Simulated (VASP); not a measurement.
Write the native input for VASP 6.6.1 that does the following.

```
Task                   : single point
Functional             : PBE
Potentials or basis    : VASP PAW PBE potentials, release 64 (Zr_sv, Ti_sv, C)
Cutoff                 : 520 eV
k mesh                 : 12 × 8 × 4
Occupations            : gaussian, width 0.1 eV
Spin                   : no spin polarisation
Dipole correction      : no
Further INCAR settings : ALGO = Normal; EDIFF = 1e-06; NBANDS = 60
```

The structure of ZrTi5C6 lies in POSCAR:

```
ZrTi5C6
1.0
    3.1125762022      0.0000000000      0.0000000000
    0.0000000000      4.4111147737      0.0000000000
    0.0000000000      0.0000000000      9.3400197618
Zr Ti C
1 5 6
Direct
    0.0000000000      0.0000000000      0.0000000000
    0.0000000000      0.0000000000      0.6619589076
    0.5000000000      0.5000000000      0.8273114916
    0.5000000000      0.5000000000      0.1726885084
    0.0000000000      0.0000000000      0.3380410924
    0.5000000000      0.5000000000      0.5000000000
    0.0000000000      0.5000000000      0.6639434972
    0.5000000000      0.0000000000      0.8223035053
    0.0000000000      0.5000000000      0.0000000000
    0.5000000000      0.0000000000      0.1776964947
    0.0000000000      0.5000000000      0.3360565028
    0.5000000000      0.0000000000      0.5000000000
```

These files were run (other wordings do the same):

INCAR

```
ALGO = Normal ; EDIFF = 1E-6
ENCUT = 520 ; GGA = PE
ISIF = 2 ; ISMEAR = 0
LASPH = T ; LCHARG = T
LELF = T ; LREAL = F
LVHAR = T ; LWAVE = F
NBANDS = 60 ; NELM = 80
PREC = Accurate ; SIGMA = 0.1
```

KPOINTS

```
k-points
0
Gamma
  12 8 4
```

Potentials or basis: VASP PAW PBE potentials, release 64 (Zr_sv, Ti_sv, C).

The run is started by

```console
$ cat potpaw_PBE.64/Zr_sv/POTCAR potpaw_PBE.64/Ti_sv/POTCAR potpaw_PBE.64/C/POTCAR > POTCAR
$ mpirun -np 1 vasp_std > vasp.out
```

Results of the run:

The pressure is 0.3 GPa. The largest force is 0.007 eV/Å and the band gap on the k mesh is zero (bands 48 and 49 overlap by 1.08 eV).

Wall time 15 min on 1 thread of Intel(R) Xeon(R) Platinum 8488C (Sapphire Rapids), on a shared host, peak memory 0.67 GiB.
